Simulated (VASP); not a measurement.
# SnO2 (klda) (P4_2/mnm) in VASP: notebook

Runs on SnO2 (klda). Level: LDA. Tasks: single point.

Everything below comes from runs of VASP 6.6.1. Logs are shortened: lines on timing, memory, paths and dates and some standing lists are left out, and cuts for length are marked.

### Step 1. The cell of the first run

The structure is tetragonal, space group P4_2/mnm (No. 136). The conventional cell has a = 4.737 Å, b = 4.737 Å, c = 3.186 Å, α = 90.00°, β = 90.00°, γ = 90.00°. Within 2.7 Å of Sn (site symmetry mmm) lie 6 O at 2.05 to 2.06 Å. Within 2.7 Å of O (site symmetry m2m) lie 3 Sn at 2.05 to 2.06 Å and 1 O at 2.60 Å.

### Step 2. Single point, LDA

INCAR

```
ALGO     = Normal         # electronic algorithm
EDIFF    = 1E-6           # SCF threshold, eV
ENCUT    = 520            # plane-wave cutoff, eV
GGA      = CA             # functional
ISIF     = 2              # what is computed and relaxed
ISMEAR   = 0              # smearing method
LASPH    = True           # aspherical terms in the spheres
LCHARG   = True           # write CHGCAR
LELF     = True           # ELF
LREAL    = False          # projectors in reciprocal space
LVHAR    = True         
LWAVE    = False          # write WAVECAR
NBANDS   = 35             # bands
NELM     = 100            # most SCF steps
PREC     = Accurate       # precision mode
SIGMA    = 0.1            # smearing width, eV
```

KPOINTS

```
k-points
0
Gamma
  4 4 6
```

POSCAR

```
SnO2
1.0
    4.7373500000      0.0000000000      0.0000000000
    0.0000000000      4.7373500000      0.0000000000
    0.0000000000      0.0000000000      3.1864000000
Sn O
2 4
Direct
    0.0000000000      0.0000000000      0.0000000000
    0.5000000000      0.5000000000      0.5000000000
    0.3056200000      0.3056200000      0.0000000000
    0.1943800000      0.8056200000      0.5000000000
    0.6943800000      0.6943800000      0.0000000000
    0.8056200000      0.1943800000      0.5000000000
```

Potentials or basis: VASP PAW LDA potentials, release 64 (Sn_d, O).

The run is started by

```console
$ cat potpaw_LDA.64/Sn_d/POTCAR potpaw_LDA.64/O/POTCAR > POTCAR
$ mpirun -np 1 vasp_std > vasp.out
```

OUTCAR:

```text
EDIFF = 1E-6
   ENCUT = 520
   GGA = CA
   ISIF = 2
   ISMEAR = 0
   LASPH = True
   LREAL = False
   NELM = 100
   PREC = Accurate

 ion  position               nearest neighbor table
   1  0.000  0.000  0.000-   3 2.05   5 2.05   4 2.06   6 2.06   4 2.06   6 2.06   2 3.71   2 3.71
                             2 3.71   2 3.71   2 3.71   2 3.71   2 3.71   2 3.71
   2  0.500  0.500  0.500-   4 2.05   6 2.05   5 2.06   3 2.06   3 2.06   5 2.06   1 3.71   1 3.71
                             1 3.71   1 3.71   1 3.71   1 3.71   1 3.71   1 3.71
   3  0.306  0.306  0.000-   1 2.05   2 2.06   2 2.06
   4  0.194  0.806  0.500-   2 2.05   1 2.06   1 2.06
   5  0.694  0.694  0.000-   1 2.05   2 2.06   2 2.06
   6  0.806  0.194  0.500-   2 2.05   1 2.06   1 2.06

  LATTYP: Found a simple tetragonal cell.
 ALAT       =     4.7373500000
 C/A-ratio  =     0.6726123255

  Lattice vectors:

 A1 = (   4.7373500000,   0.0000000000,   0.0000000000)
 A2 = (   0.0000000000,   4.7373500000,   0.0000000000)
 A3 = (   0.0000000000,   0.0000000000,   3.1864000000)

Analysis of symmetry for initial positions (statically):
=====================================================================
 Subroutine PRICEL returns:
 Original cell was already a primitive cell.

 Routine SETGRP: Setting up the symmetry group for a
 simple tetragonal supercell.

 Subroutine GETGRP returns: Found 16 space group operations
 (whereof  8 operations were pure point group operations)
 out of a pool of 16 trial point group operations.

The static configuration has the point symmetry D_2h.
 The point group associated with its full space group is D_4h.

Analysis of symmetry for dynamics (positions and initial velocities):
=====================================================================
 Subroutine PRICEL returns:
 Original cell was already a primitive cell.

 Routine SETGRP: Setting up the symmetry group for a
 simple tetragonal supercell.

 Subroutine GETGRP returns: Found 16 space group operations
 (whereof  8 operations were pure point group operations)
 out of a pool of 16 trial point group operations.

The dynamic configuration has the point symmetry D_2h.
 The point group associated with its full space group is D_4h.

 Subroutine INISYM returns: Found 16 space group operations
 (whereof  8 operations are pure point group operations),
 and found     1 'primitive' translations

----------------------------------------------------------------------------------------

                                     Primitive cell

  volume of cell :      71.5107

  direct lattice vectors                    reciprocal lattice vectors
     4.737350000  0.000000000  0.000000000     0.211088478  0.000000000  0.000000000
     0.000000000  4.737350000  0.000000000     0.000000000  0.211088478  0.000000000
     0.000000000  0.000000000  3.186400000     0.000000000  0.000000000  0.313833794

  length of vectors
     4.737350000  4.737350000  3.186400000     0.211088478  0.211088478  0.313833794

  position of ions in fractional coordinates (direct lattice)
     0.000000000  0.000000000  0.000000000
     0.500000000  0.500000000  0.500000000
     0.305620000  0.305620000  0.000000000
     0.194380000  0.805620000  0.500000000
     0.694380000  0.694380000  0.000000000
     0.805620000  0.194380000  0.500000000

  ion indices of the primitive-cell ions
   primitive index   ion index
                 1           1
                 2           2
                 3           3
                 4           4
                 5           5
                 6           6

----------------------------------------------------------------------------------------

 KPOINTS: k-points

Automatic generation of k-mesh.
 Grid dimensions read from file:
 generate k-points for:    4    4    6

 Generating k-lattice:

  Cartesian coordinates                     Fractional coordinates (reciprocal lattice)
     0.052772119  0.000000000  0.000000000     0.250000000  0.000000000  0.000000000
     0.000000000  0.052772119  0.000000000     0.000000000  0.250000000  0.000000000
     0.000000000  0.000000000  0.052305632     0.000000000  0.000000000  0.166666667

  Length of vectors
     0.052772119  0.052772119  0.052305632

  Shift w.r.t. Gamma in fractional coordinates (k-lattice)
     0.000000000  0.000000000  0.000000000

 Subroutine IBZKPT returns following result:
 ===========================================

 Found     24 irreducible k-points:

 Following reciprocal coordinates:
            Coordinates               Weight
  0.000000  0.000000  0.000000      1.000000
  0.250000  0.000000  0.000000      4.000000
  0.500000  0.000000  0.000000      2.000000
  0.250000  0.250000  0.000000      4.000000
  0.500000  0.250000  0.000000      4.000000
  0.500000  0.500000  0.000000      1.000000
[... 16 lines left out ...]
  0.500000  0.250000  0.500000      4.000000
  0.500000  0.500000  0.500000      1.000000
   k-points           NKPTS =     24   k-points in BZ     NKDIM =     24   number of bands    NBANDS=     35
   number of dos      NEDOS =    301   number of ions     NIONS =      6
   total plane-waves  NPLWV =  31104
   dimension x,y,z NGX =    36 NGY =   36 NGZ =   24
   dimension x,y,z NGXF=    72 NGYF=   72 NGZF=   48
   ions per type =               2   4
   NGX,Y,Z   is equivalent  to a cutoff of  12.63, 12.63, 12.52 a.u.
   NGXF,Y,Z  is equivalent  to a cutoff of  25.27, 25.27, 25.04 a.u.
 SYSTEM =  unknown system
   PREC   = accura    normal or accurate (medium, high low for compatibility)
   ISTART =      0    job   : 0-new  1-cont  2-samecut
   ICHARG =      2    charge: 1-file 2-atom 10-const
   ISPIN  =      1    spin polarized calculation?
   LNONCOLLINEAR =      F non collinear calculations
   LSORBIT =      F    spin-orbit coupling
   LASPH  =      T    aspherical Exc in radial PAW
   ENCUT  =  520.0 eV  38.22 Ry    6.18 a.u.   8.81  8.81  5.92*2*pi/ulx,y,z
   NELM   =    100;   NELMIN=  2; NELMDL= -5     # of ELM steps
   EDIFF  = 0.1E-05   stopping-criterion for ELM
   LREAL  =      F    real-space projection
   EDIFFG = 0.1E-04   stopping-criterion for IOM
   NSW    =      0    number of steps for IOM
   IBRION =     -1    ionic relax: 0-MD 1-quasi-New 2-CG
   NFREE  =      0    steps in history (QN), initial steepest desc. (CG)
   ISIF   =      2    stress and relaxation
   ISYM   =      2    0-nonsym 1-usesym 2-fastsym
   POTIM  = 0.5000    time-step for ionic-motion
   TEBEG  =    0.0;   TEEND  =   0.0 temperature during run
   PSTRESS=    0.0 pullay stress
   NELECT =      52.0000    total number of electrons
   NUPDOWN=      -1.0000    fix difference up-down
   EMIN   =  10.00;   EMAX   =-10.00  energy-range for DOS
   EFERMI =   0.00;   METHOD = LEGACY
   ISMEAR =     0;   SIGMA  =   0.10  broadening in eV -4-tet -1-fermi 0-gaus
   EFERMI_NEDOS =   21; number of points for ismear=-14 and -15
   IALGO  =     38    algorithm
   IMIX   =      4    mixing-type and parameters
     AMIX     =   0.40;   BMIX     =  1.00
     AMIX_MAG =   1.60;   BMIX_MAG =  1.00
  volume/ion in A,a.u.               =      11.92        80.43
  Fermi-wavevector in a.u.,A,eV,Ry     =   1.472150  2.781961 29.486913  2.167227
  Thomas-Fermi vector in A             =   2.587200
   LORBIT       =      0    0 simple, 1 ext, 2 COOP (PROOUT), +10 PAW based schemes
   GGA     = CA    functional components
   LHFCALC =     F    Hartree Fock is set to
   AEXX    =    0.0000 exact exchange contribution
   IVDW    =     0    specifies the selected vdW correction
   LEPSILON=     F    determine dielectric tensor
   LRPA    =     F    only Hartree local field effects (RPA)
 non-spin polarized calculation
 Gauss-broadening in eV      SIGMA  =   0.10
  energy-cutoff  :      520.00
  volume of cell :       71.51
 maximum number of plane-waves:      1992
 NGX is ok and might be reduce to    36
   NGX = 17   NGY = 17   NGZ = 11

 number of electron      51.9999989 magnetization

 Free energy of the ion-electron system (eV)
  ---------------------------------------------------
  ext. energy  EPLUGINS =         0.00000000
  ---------------------------------------------------
  free energy    TOTEN  =       -42.27933441 eV

  energy without entropy =      -42.27933441  energy(sigma->0) =      -42.27933441

 E-fermi :   6.3967     XC(G=0): -11.8032

 val. band max:        5.8753162857   @ k =   0.0000   0.0000   0.0000
 cond. band min:       7.0152439840   @ k =   0.0000   0.0000   0.0000
 fundamental gap:      1.1399276983
 Fermi energy:         6.3967139928

 k-point     1 :       0.0000    0.0000    0.0000
  band No.  band energies     occupation
      1     -15.1411      2.00000
      2     -14.3738      2.00000
      3     -14.1044      2.00000
      4     -14.0832      2.00000
      5     -14.0832      2.00000
      6     -14.0033      2.00000
[... 27 lines left out ...]
     34      17.7719      0.00000
     35      18.2177      0.00000

 k-point     2 :       0.2500    0.0000    0.0000
  band No.  band energies     occupation
      1     -15.0470      2.00000
      2     -14.4885      2.00000
      3     -14.1030      2.00000
      4     -14.0793      2.00000
      5     -14.0791      2.00000
      6     -14.0628      2.00000
[... 27 lines left out ...]
     34      17.7666      0.00000
     35      18.1496      0.00000

 k-point     3 :       0.5000    0.0000    0.0000
  band No.  band energies     occupation
      1     -14.7895      2.00000
      2     -14.7895      2.00000
      3     -14.0968      2.00000
      4     -14.0968      2.00000
      5     -14.0749      2.00000
      6     -14.0749      2.00000
[... 27 lines left out ...]
     34      18.0249      0.00000
     35      18.1742      0.00000
[... 723 lines left out ...]
 k-point    23 :       0.5000    0.2500    0.5000
  band No.  band energies     occupation
      1     -14.9877      2.00000
      2     -14.9877      2.00000
      3     -14.2474      2.00000
      4     -14.2474      2.00000
      5     -13.9470      2.00000
      6     -13.9470      2.00000
[... 27 lines left out ...]
     34      17.1435      0.00000
     35      18.4249      0.00000

 k-point    24 :       0.5000    0.5000    0.5000
  band No.  band energies     occupation
      1     -14.8816      2.00000
      2     -14.8816      2.00000
      3     -14.4208      2.00000
      4     -14.4208      2.00000
      5     -13.9428      2.00000
      6     -13.9428      2.00000
[... 27 lines left out ...]
     34      16.7771      0.00000
     35      18.7381      0.00000

------------------------ aborting loop because EDIFF is reached ----------------------------------------

  FORCE on cell =-STRESS in cart. coord.  units (eV):
  Direction    XX          YY          ZZ          XY          YZ          ZX
  --------------------------------------------------------------------------------------
  -------------------------------------------------------------------------------------
  Total       -0.1343259     -0.1343259      0.3173143     -0.0000000      0.0000000      0.0000000
  in kB       -3.0095326     -3.0095326      7.1093355     -0.0000000      0.0000000      0.0000000
  external PRESSURE =       0.3634234 kB  Pullay stress =       0.0000000 kB

 VOLUME and BASIS-vectors are now :
 -----------------------------------------------------------------------------
  energy-cutoff  :      520.00
  volume of cell :       71.51
      direct lattice vectors                 reciprocal lattice vectors
     4.737350000  0.000000000  0.000000000     0.211088478  0.000000000  0.000000000
     0.000000000  4.737350000  0.000000000     0.000000000  0.211088478  0.000000000
     0.000000000  0.000000000  3.186400000     0.000000000  0.000000000  0.313833794

 POSITION                                       TOTAL-FORCE (eV/Angst)
 -----------------------------------------------------------------------------------
      0.00000      0.00000      0.00000         0.000000      0.000000     -0.000000
      2.36868      2.36868      1.59320         0.000000      0.000000     -0.000000
      1.44783      1.44783      0.00000         0.034259      0.034259      0.000000
      0.92085      3.81650      1.59320        -0.034259      0.034259     -0.000000
      3.28952      3.28952      0.00000        -0.034259     -0.034259     -0.000000
      3.81650      0.92085      1.59320         0.034259     -0.034259     -0.000000
 -----------------------------------------------------------------------------------
    total drift:                                0.000000      0.000000      0.000000

  FREE ENERGIE OF THE ION-ELECTRON SYSTEM (eV)
  ---------------------------------------------------
  free  energy   TOTEN  =       -42.2793344124 eV

  energy  without entropy=      -42.2793344124  energy(sigma->0) =      -42.27933441
```

Wall time 79 s (1 thread of AMD EPYC 7R13 (Zen 3), shared host); peak memory 0.15 GiB.

What came out:

```
Free energy            : -42.2793 eV
Pressure               : 0.0 GPa
Largest force          : 0.048 eV/Å
Band gap on the k mesh : 1.14 eV, direct
```

Forces in eV/Å, atoms in the order of the input:
```
Sn   0.000  0.000  0.000
Sn   0.000  0.000  0.000
O    0.034  0.034  0.000
O   -0.034  0.034  0.000
O   -0.034 -0.034  0.000
O    0.034 -0.034  0.000
```

Levels at points of the mesh, in eV from the valence-band top:
| k point | band 24 | band 25 | band 26 | band 27 | band 28 | band 29 |
| --- | --- | --- | --- | --- | --- | --- |
| (0.00, 0.00, 0.00) | -0.81 | -0.81 | 0.00 | 1.14 | 5.97 | 6.07 |
| (0.50, 0.00, 0.00) | -1.23 | -0.65 | -0.65 | 4.30 | 4.30 | 6.84 |
| (0.50, 0.50, 0.00) | -1.36 | -0.92 | -0.92 | 4.71 | 4.71 | 7.31 |
| (0.00, 0.00, 0.50) | -1.72 | -1.28 | -1.28 | 6.01 | 6.01 | 9.48 |
| (0.50, 0.00, 0.50) | -1.14 | -0.74 | -0.74 | 6.28 | 6.28 | 7.83 |
| (0.50, 0.50, 0.50) | -0.99 | -0.85 | -0.85 | 4.64 | 4.64 | 8.63 |

Caveat: spin-orbit coupling is left out, which moves the levels of the heavy elements. LDA gaps usually lie below the measured ones, often by a third to a half.

### Step 3. Single point, LDA

This run uses another cell than the first one, of 11.84 Å³/atom, 0.993 times its volume.

INCAR

```
PREC = Accurate
ENCUT = 520
EDIFF = 1E-6
ISMEAR = 0
SIGMA = 0.02
LREAL = F
LASPH = T
NELM = 60
ALGO = Normal
ISIF = 2
LWAVE = F
LCHARG = F
GGA = CA
NBANDS = 35
```

KPOINTS

```
regular mesh
0
Gamma
  6 6 8
```

POSCAR

```
SnO2
1.0
    4.7201607869      0.0000000000      0.0000000000
    0.0000000000      4.7201607869      0.0000000000
    0.0000000000      0.0000000000      3.1887079791
Sn O
2 4
Direct
    0.0000000000      0.0000000000      0.0000000000
    0.5000000000      0.5000000000      0.5000000000
    0.3060739843      0.3060739843      0.0000000000
    0.1939260157      0.8060739843      0.5000000000
    0.6939260157      0.6939260157      0.0000000000
    0.8060739843      0.1939260157      0.5000000000
```

Potentials or basis: VASP PAW LDA potentials, release 64 (Sn_d, O).

The run is started by

```console
$ cat potpaw_LDA.64/Sn_d/POTCAR potpaw_LDA.64/O/POTCAR > POTCAR
$ mpirun -np 1 vasp_std > vasp.out
```

Wall time 2.2 min (1 thread of AMD EPYC 7R13 (Zen 3), shared host); peak memory 0.18 GiB.

The run converged. Its results:

* Free energy: -42.2789 eV
* Pressure: 1.4 GPa
* Largest force: 0.027 eV/Å
* Band gap on the k mesh: 1.21 eV, direct

Forces in eV/Å, atoms in the order of the input:
```
Sn   0.000  0.000  0.000
Sn   0.000  0.000  0.000
O   -0.019 -0.019  0.000
O    0.019 -0.019  0.000
O    0.019  0.019  0.000
O   -0.019  0.019  0.000
```

Stress tensor (GPa, compression positive):
```
1.22 0.00 0.00
0.00 1.22 0.00
0.00 0.00 1.79
```

Levels at points of the mesh, in eV from the valence-band top:
```tsv
k point	band 24	band 25	band 26	band 27	band 28	band 29
(0.00, 0.00, 0.00)	-0.81	-0.81	0.00	1.21	5.97	6.08
(0.50, 0.00, 0.00)	-1.24	-0.65	-0.65	4.37	4.37	6.84
(0.50, 0.50, 0.00)	-1.36	-0.92	-0.92	4.76	4.76	7.34
(0.00, 0.00, 0.50)	-1.74	-1.29	-1.29	6.09	6.09	9.55
(0.50, 0.00, 0.50)	-1.14	-0.72	-0.72	6.38	6.38	7.91
(0.50, 0.50, 0.50)	-0.99	-0.85	-0.85	4.74	4.74	8.65
```

Caveat: spin-orbit coupling is left out, which moves the levels of the heavy elements. LDA gaps usually lie below the measured ones, often by a third to a half.
